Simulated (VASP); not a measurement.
# CdS (P6_3mc) in VASP: a series of runs

Runs on CdS. Level: PBE. Tasks: single point.

All numbers are computed with VASP 6.6.1; they aren't measurements. Logs are shortened: lines on timing, memory, paths and dates and some standing lists are left out, and cuts for length are marked.

### 1 The cell of the first run

Symmetry: P6_3mc, No. 186, hexagonal system. Conventional cell: a = 4.331 Å, b = 4.331 Å, c = 7.037 Å, α = 90.00°, β = 90.00°, γ = 120.00°. Cd (site symmetry 3m) has 4 S at 2.65 Å within 3.5 Å. S (site symmetry 3m) has 4 Cd at 2.65 Å within 3.5 Å.

### 2 Single point, PBE (strain +4.0%)

INCAR

```
ALGO = Normal
EDIFF = 1E-6
ENCUT = 520
GGA = PE
ISIF = 2
ISMEAR = 0
LASPH = True
LCHARG = False
LREAL = False
LWAVE = False
NBANDS = 26
NELM = 100
PREC = Accurate
SIGMA = 0.01
```

KPOINTS

```
k-points
0
Gamma
  6 6 2
```

POSCAR

```
CdS
1.0
    4.3311853340      0.0000000000      0.0000000000
   -2.1655926670      3.7509165278      0.0000000000
    0.0000000000      0.0000000000      7.0366509096
Cd S
2 2
Direct
    0.3333333333      0.6666666667     -0.0010439012
    0.6666666667      0.3333333333      0.4989560988
    0.3333333333      0.6666666667      0.3760439012
    0.6666666667      0.3333333333      0.8760439012
```

Potentials or basis: VASP PAW PBE potentials, release 64 (Cd, S).

Launch:

```bash
$ cat potpaw_PBE.64/Cd/POTCAR potpaw_PBE.64/S/POTCAR > POTCAR
$ mpirun -np 1 vasp_std > vasp.out
```

OUTCAR:

```text
EDIFF = 1E-6
   ENCUT = 520
   GGA = PE
   ISIF = 2
   ISMEAR = 0
   LASPH = True
   LREAL = False
   NELM = 100
   PREC = Accurate

 ion  position               nearest neighbor table
   1  0.333  0.667  0.999-   4 2.65   4 2.65   4 2.65   3 2.65
   2  0.667  0.333  0.499-   3 2.65   3 2.65   3 2.65   4 2.65
   3  0.333  0.667  0.376-   2 2.65   2 2.65   2 2.65   1 2.65
   4  0.667  0.333  0.876-   1 2.65   1 2.65   1 2.65   2 2.65

  LATTYP: Found a hexagonal cell.
 ALAT       =     4.3311853340
 C/A-ratio  =     1.6246478428

  Lattice vectors:

 A1 = (   4.3311853340,   0.0000000000,   0.0000000000)
 A2 = (  -2.1655926670,   3.7509165278,   0.0000000000)
 A3 = (   0.0000000000,   0.0000000000,   7.0366509096)

Analysis of symmetry for initial positions (statically):
=====================================================================
 Subroutine PRICEL returns:
 Original cell was already a primitive cell.

 Routine SETGRP: Setting up the symmetry group for a
 hexagonal supercell.

 Subroutine GETGRP returns: Found 12 space group operations
 (whereof  6 operations were pure point group operations)
 out of a pool of 24 trial point group operations.

The static configuration has the point symmetry C_3v.
 The point group associated with its full space group is C_6v.

Analysis of symmetry for dynamics (positions and initial velocities):
=====================================================================
 Subroutine PRICEL returns:
 Original cell was already a primitive cell.

 Routine SETGRP: Setting up the symmetry group for a
 hexagonal supercell.

 Subroutine GETGRP returns: Found 12 space group operations
 (whereof  6 operations were pure point group operations)
 out of a pool of 24 trial point group operations.

The dynamic configuration has the point symmetry C_3v.
 The point group associated with its full space group is C_6v.

 Subroutine INISYM returns: Found 12 space group operations
 (whereof  6 operations are pure point group operations),
 and found     1 'primitive' translations

----------------------------------------------------------------------------------------

                                     Primitive cell

  volume of cell :     114.3168

  direct lattice vectors                    reciprocal lattice vectors
     4.331185334  0.000000000  0.000000000     0.230883678  0.133300754  0.000000000
    -2.165592667  3.750916528  0.000000000     0.000000000  0.266601507  0.000000000
     0.000000000  0.000000000  7.036650910     0.000000000  0.000000000  0.142113061

  length of vectors
     4.331185334  4.331185334  7.036650910     0.266601507  0.266601507  0.142113061

  position of ions in fractional coordinates (direct lattice)
     0.333333333  0.666666667  0.998956099
     0.666666667  0.333333333  0.498956099
     0.333333333  0.666666667  0.376043901
     0.666666667  0.333333333  0.876043901

  ion indices of the primitive-cell ions
   primitive index   ion index
                 1           1
                 2           2
                 3           3
                 4           4

----------------------------------------------------------------------------------------

 KPOINTS: k-points

Automatic generation of k-mesh.
 Grid dimensions read from file:
 generate k-points for:    6    6    2

 Generating k-lattice:

  Cartesian coordinates                     Fractional coordinates (reciprocal lattice)
     0.038480613  0.022216792  0.000000000     0.166666667 -0.000000000  0.000000000
     0.000000000  0.044433585  0.000000000     0.000000000  0.166666667  0.000000000
     0.000000000  0.000000000  0.071056531     0.000000000  0.000000000  0.500000000

  Length of vectors
     0.044433585  0.044433585  0.071056531

  Shift w.r.t. Gamma in fractional coordinates (k-lattice)
     0.000000000  0.000000000  0.000000000

 Subroutine IBZKPT returns following result:
 ===========================================

 Found     14 irreducible k-points:

 Following reciprocal coordinates:
            Coordinates               Weight
  0.000000  0.000000  0.000000      1.000000
  0.166667  0.000000  0.000000      6.000000
  0.333333  0.000000  0.000000      6.000000
  0.500000  0.000000  0.000000      3.000000
  0.166667  0.166667  0.000000      6.000000
  0.333333  0.166667  0.000000     12.000000
  0.333333  0.333333  0.000000      2.000000
  0.000000  0.000000  0.500000      1.000000
  0.166667  0.000000  0.500000      6.000000
  0.333333  0.000000  0.500000      6.000000
  0.500000  0.000000  0.500000      3.000000
  0.166667  0.166667  0.500000      6.000000
  0.333333  0.166667  0.500000     12.000000
  0.333333  0.333333  0.500000      2.000000
   k-points           NKPTS =     14   k-points in BZ     NKDIM =     14   number of bands    NBANDS=     26
   number of dos      NEDOS =    301   number of ions     NIONS =      4
   total plane-waves  NPLWV =  55296
   dimension x,y,z NGX =    32 NGY =   32 NGZ =   54
   dimension x,y,z NGXF=    64 NGYF=   64 NGZF=  108
   ions per type =               2   2
   NGX,Y,Z   is equivalent  to a cutoff of  12.28, 12.28, 12.76 a.u.
   NGXF,Y,Z  is equivalent  to a cutoff of  24.57, 24.57, 25.52 a.u.
 SYSTEM =  unknown system
   PREC   = accura    normal or accurate (medium, high low for compatibility)
   ISTART =      0    job   : 0-new  1-cont  2-samecut
   ICHARG =      2    charge: 1-file 2-atom 10-const
   ISPIN  =      1    spin polarized calculation?
   LNONCOLLINEAR =      F non collinear calculations
   LSORBIT =      F    spin-orbit coupling
   LASPH  =      T    aspherical Exc in radial PAW
   ENCUT  =  520.0 eV  38.22 Ry    6.18 a.u.   8.05  8.05 13.08*2*pi/ulx,y,z
   NELM   =    100;   NELMIN=  2; NELMDL= -5     # of ELM steps
   EDIFF  = 0.1E-05   stopping-criterion for ELM
   LREAL  =      F    real-space projection
   EDIFFG = 0.1E-04   stopping-criterion for IOM
   NSW    =      0    number of steps for IOM
   IBRION =     -1    ionic relax: 0-MD 1-quasi-New 2-CG
   NFREE  =      0    steps in history (QN), initial steepest desc. (CG)
   ISIF   =      2    stress and relaxation
   ISYM   =      2    0-nonsym 1-usesym 2-fastsym
   POTIM  = 0.5000    time-step for ionic-motion
   TEBEG  =    0.0;   TEEND  =   0.0 temperature during run
   PSTRESS=    0.0 pullay stress
   NELECT =      36.0000    total number of electrons
   NUPDOWN=      -1.0000    fix difference up-down
   EMIN   =  10.00;   EMAX   =-10.00  energy-range for DOS
   EFERMI =   0.00;   METHOD = LEGACY
   ISMEAR =     0;   SIGMA  =   0.01  broadening in eV -4-tet -1-fermi 0-gaus
   EFERMI_NEDOS =   21; number of points for ismear=-14 and -15
   IALGO  =     38    algorithm
   IMIX   =      4    mixing-type and parameters
     AMIX     =   0.40;   BMIX     =  1.00
     AMIX_MAG =   1.60;   BMIX_MAG =  1.00
  volume/ion in A,a.u.               =      28.58       192.86
  Fermi-wavevector in a.u.,A,eV,Ry     =   1.113796  2.104769 16.878589  1.240541
  Thomas-Fermi vector in A             =   2.250384
   LORBIT       =      0    0 simple, 1 ext, 2 COOP (PROOUT), +10 PAW based schemes
   GGA     = PE    functional components
   LHFCALC =     F    Hartree Fock is set to
   AEXX    =    0.0000 exact exchange contribution
   IVDW    =     0    specifies the selected vdW correction
   LEPSILON=     F    determine dielectric tensor
   LRPA    =     F    only Hartree local field effects (RPA)
 non-spin polarized calculation
 Gauss-broadening in eV      SIGMA  =   0.01
  energy-cutoff  :      520.00
  volume of cell :      114.32
 maximum number of plane-waves:      3090
   NGX = 17   NGY = 17   NGZ = 27

 number of electron      35.9999995 magnetization

 Free energy of the ion-electron system (eV)
  ---------------------------------------------------
  ext. energy  EPLUGINS =         0.00000000
  ---------------------------------------------------
  free energy    TOTEN  =       -12.17249291 eV

  energy without entropy =      -12.17249291  energy(sigma->0) =      -12.17249291

 E-fermi :   0.3084     XC(G=0):  -8.4987

 val. band max:        0.2123206845   @ k =   0.0000   0.0000   0.0000
 cond. band min:       1.1012626354   @ k =   0.0000   0.0000   0.0000
 fundamental gap:      0.8889419509
 Fermi energy:         0.3083732134

 k-point     1 :       0.0000    0.0000    0.0000
  band No.  band energies     occupation
      1     -11.3946      2.00000
      2     -11.0835      2.00000
      3      -7.1068      2.00000
      4      -7.1042      2.00000
      5      -7.1042      2.00000
      6      -7.0479      2.00000
[... 18 lines left out ...]
     25       7.6400      0.00000
     26       7.6400      0.00000

 k-point     2 :       0.1667    0.0000    0.0000
  band No.  band energies     occupation
      1     -11.3260      2.00000
      2     -11.0539      2.00000
      3      -7.0855      2.00000
      4      -7.0786      2.00000
      5      -7.0412      2.00000
      6      -7.0131      2.00000
[... 18 lines left out ...]
     25       7.5032      0.00000
     26       8.1231      0.00000

 k-point     3 :       0.3333    0.0000    0.0000
  band No.  band energies     occupation
      1     -11.1782      2.00000
      2     -11.0045      2.00000
      3      -7.0477      2.00000
      4      -7.0393      2.00000
      5      -6.9470      2.00000
      6      -6.9410      2.00000
[... 18 lines left out ...]
     25       8.4404      0.00000
     26       8.5620      0.00000

 k-point     4 :       0.5000    0.0000    0.0000
  band No.  band energies     occupation
      1     -11.0909      2.00000
      2     -10.9932      2.00000
      3      -7.0351      2.00000
      4      -7.0272      2.00000
      5      -6.9081      2.00000
      6      -6.8955      2.00000
[... 18 lines left out ...]
     25       8.4438      0.00000
     26       9.6571      0.00000
[... 206 lines left out ...]
      1     -11.1108      2.00000
      2     -11.1108      2.00000
      3      -7.0187      2.00000
      4      -7.0187      2.00000
      5      -6.9999      2.00000
      6      -6.9999      2.00000
[... 18 lines left out ...]
     25       8.0183      0.00000
     26       8.0183      0.00000

 k-point    13 :       0.3333    0.1667    0.5000
  band No.  band energies     occupation
      1     -11.0363      2.00000
      2     -11.0363      2.00000
      3      -6.9958      2.00000
      4      -6.9958      2.00000
      5      -6.9698      2.00000
      6      -6.9698      2.00000
[... 18 lines left out ...]
     25       8.4280      0.00000
     26       8.4280      0.00000

 k-point    14 :       0.3333    0.3333    0.5000
  band No.  band energies     occupation
      1     -11.0123      2.00000
      2     -11.0123      2.00000
      3      -6.9770      2.00000
      4      -6.9770      2.00000
      5      -6.9684      2.00000
      6      -6.9684      2.00000
[... 18 lines left out ...]
     25       9.2647      0.00000
     26       9.2648      0.00000

------------------------ aborting loop because EDIFF is reached ----------------------------------------

  FORCE on cell =-STRESS in cart. coord.  units (eV):
  Direction    XX          YY          ZZ          XY          YZ          ZX
  --------------------------------------------------------------------------------------
  -------------------------------------------------------------------------------------
  Total       -2.7411425     -2.7411425     -2.7132088      0.0000000      0.0000000      0.0000000
  in kB      -38.4177583    -38.4177583    -38.0262613      0.0000000      0.0000000      0.0000000
  external PRESSURE =     -38.2872593 kB  Pullay stress =       0.0000000 kB

 VOLUME and BASIS-vectors are now :
 -----------------------------------------------------------------------------
  energy-cutoff  :      520.00
  volume of cell :      114.32
      direct lattice vectors                 reciprocal lattice vectors
     4.331185334  0.000000000  0.000000000     0.230883678  0.133300754  0.000000000
    -2.165592667  3.750916528  0.000000000     0.000000000  0.266601507  0.000000000
     0.000000000  0.000000000  7.036650910     0.000000000  0.000000000  0.142113061

 POSITION                                       TOTAL-FORCE (eV/Angst)
 -----------------------------------------------------------------------------------
     -0.00000      2.50061      7.02931        -0.000000      0.000000      0.003712
      2.16559      1.25031      3.51098         0.000000     -0.000000      0.003712
     -0.00000      2.50061      2.64609         0.000000     -0.000000     -0.003712
      2.16559      1.25031      6.16442        -0.000000      0.000000     -0.003712
 -----------------------------------------------------------------------------------
    total drift:                               -0.000000     -0.000000     -0.000102

  FREE ENERGIE OF THE ION-ELECTRON SYSTEM (eV)
  ---------------------------------------------------
  free  energy   TOTEN  =       -12.1724929126 eV

  energy  without entropy=      -12.1724929126  energy(sigma->0) =      -12.17249291
```

Wall time 61 s (1 thread of Intel Xeon 8259CL, shared host); peak memory 0.22 GiB.

What came out:

```yaml
Free_energy: -12.1725 eV
Pressure: -3.8 GPa
Largest_force: 0.004 eV/Å
Band_gap_on_the_k_mesh: 0.89 eV
```

Forces on the atoms (eV/Å):
```
Cd   0.000  0.000  0.004
Cd   0.000  0.000  0.004
S    0.000  0.000 -0.004
S    0.000  0.000 -0.004
```

Caveat: the k points lie up to 0.45 Å⁻¹ apart; the cell differs from its parent crystal (strain +4.0%).

### 3 Single point, PBE (strain -4.0%)

INCAR

```
SYSTEM = CdS
ALGO = Normal ; EDIFF = 1E-7
ENCUT = 520 ; GGA = PE
ISIF = 2 ; ISMEAR = -1
LASPH = .True. ; LCHARG = .True.
LELF = .True. ; LREAL = .False.
LVHAR = .True. ; LWAVE = .False.
NBANDS = 26 ; NELM = 80
PREC = Accurate ; SIGMA = 0.02
```

KPOINTS

```
k-points
0
Gamma
  12 12 4
  0 0 0
```

POSCAR

```
CdS
1.0
    3.9980172314      0.0000000000      0.0000000000
   -1.9990086157      3.4623844872      0.0000000000
    0.0000000000      0.0000000000      6.4953700704
Cd S
2 2
Direct
    0.3333333333      0.6666666667     -0.0009078261
    0.6666666667      0.3333333333      0.4990921739
    0.3333333333      0.6666666667      0.3759078261
    0.6666666667      0.3333333333      0.8759078261
```

Potentials or basis: VASP PAW PBE potentials, release 64 (Cd, S).

Launch:

```bash
$ cat potpaw_PBE.64/Cd/POTCAR potpaw_PBE.64/S/POTCAR > POTCAR
$ mpirun -np 1 vasp_std > vasp.out
```

OUTCAR:

```text
SYSTEM = CdS
   EDIFF = 1E-7
   ENCUT = 520
   GGA = PE
   ISIF = 2
   ISMEAR = -1
   LASPH = .True.
   LREAL = .False.
   NELM = 80
   PREC = Accurate

 ion  position               nearest neighbor table
   1  0.333  0.667  0.999-   4 2.44   4 2.44   4 2.44   3 2.45
   2  0.667  0.333  0.499-   3 2.44   3 2.44   3 2.44   4 2.45
   3  0.333  0.667  0.376-   2 2.44   2 2.44   2 2.44   1 2.45
   4  0.667  0.333  0.876-   1 2.44   1 2.44   1 2.44   2 2.45

  LATTYP: Found a hexagonal cell.
 ALAT       =     3.9980172314
 C/A-ratio  =     1.6246478428

  Lattice vectors:

 A1 = (   3.9980172314,   0.0000000000,   0.0000000000)
 A2 = (  -1.9990086157,   3.4623844872,   0.0000000000)
 A3 = (   0.0000000000,   0.0000000000,   6.4953700704)

Analysis of symmetry for initial positions (statically):
=====================================================================
 Subroutine PRICEL returns:
 Original cell was already a primitive cell.

 Routine SETGRP: Setting up the symmetry group for a
 hexagonal supercell.

 Subroutine GETGRP returns: Found 12 space group operations
 (whereof  6 operations were pure point group operations)
 out of a pool of 24 trial point group operations.
[... 164 lines left out ...]
  ---------------------------------------------------
  free energy    TOTEN  =       -11.83685605 eV

  energy without entropy =      -11.83685605  energy(sigma->0) =      -11.83685605

 E-fermi :   2.6092     XC(G=0):  -9.6150

 val. band max:        2.2173875472   @ k =   0.0000   0.0000   0.0000
 cond. band min:       3.6742070402   @ k =   0.0000   0.0000   0.0000
 fundamental gap:      1.4568194930
 Fermi energy:         2.6092037898

 k-point     1 :       0.0000    0.0000    0.0000
  band No.  band energies     occupation
      1     -10.8189      2.00000
      2     -10.2853      2.00000
      3      -5.9080      2.00000
      4      -5.9006      2.00000
      5      -5.9006      2.00000
      6      -5.7922      2.00000
[... 685 lines left out ...]
     25      10.3423      0.00000
     26      11.5467      0.00000

 [... further k-points ...]
[... 5 lines left out ...]
  --------------------------------------------------------------------------------------
  -------------------------------------------------------------------------------------
  Total        6.4293751      6.4293751      6.5076243      0.0000000      0.0000000      0.0000000
  in kB      114.5659309    114.5659309    115.9602650      0.0000000      0.0000000      0.0000000
  external PRESSURE =     115.0307090 kB  Pullay stress =       0.0000000 kB

 VOLUME and BASIS-vectors are now :
 -----------------------------------------------------------------------------
  energy-cutoff  :      520.00
  volume of cell :       89.91
      direct lattice vectors                 reciprocal lattice vectors
     3.998017231  0.000000000  0.000000000     0.250123984  0.144409150  0.000000000
    -1.999008616  3.462384487  0.000000000     0.000000000  0.288818300  0.000000000
     0.000000000  0.000000000  6.495370070     0.000000000  0.000000000  0.153955816

 POSITION                                       TOTAL-FORCE (eV/Angst)
 -----------------------------------------------------------------------------------
     -0.00000      2.30826      6.48947        -0.000000      0.000000      0.004136
      1.99901      1.15413      3.24179         0.000000     -0.000000      0.004136
     -0.00000      2.30826      2.44166         0.000000      0.000000     -0.004136
      1.99901      1.15413      5.68935        -0.000000     -0.000000     -0.004136
 -----------------------------------------------------------------------------------
    total drift:                               -0.000000     -0.000000     -0.000958

  FREE ENERGIE OF THE ION-ELECTRON SYSTEM (eV)
  ---------------------------------------------------
  free  energy   TOTEN  =       -11.8368560504 eV

  energy  without entropy=      -11.8368560504  energy(sigma->0) =      -11.83685605
```

Wall time 3.8 min (1 thread of Intel Xeon 8259CL, shared host); peak memory 0.26 GiB.

Results:

| Property | Result |
| --- | --- |
| Free energy | -11.8369 eV |
| Pressure | 11.5 GPa |
| Largest force | 0.004 eV/Å |
| Band gap on the k mesh | 1.46 eV |

Forces in eV/Å, atoms in the order of the input:
```
Cd   0.000  0.000  0.004
Cd   0.000  0.000  0.004
S    0.000  0.000 -0.004
S    0.000  0.000 -0.004
```

Stress tensor (GPa, compression positive):
```
11.46  0.00  0.00
 0.00 11.46  0.00
 0.00  0.00 11.60
```

Caveat: the cell differs from its parent crystal (strain -4.0%); the cell stands under pressure.
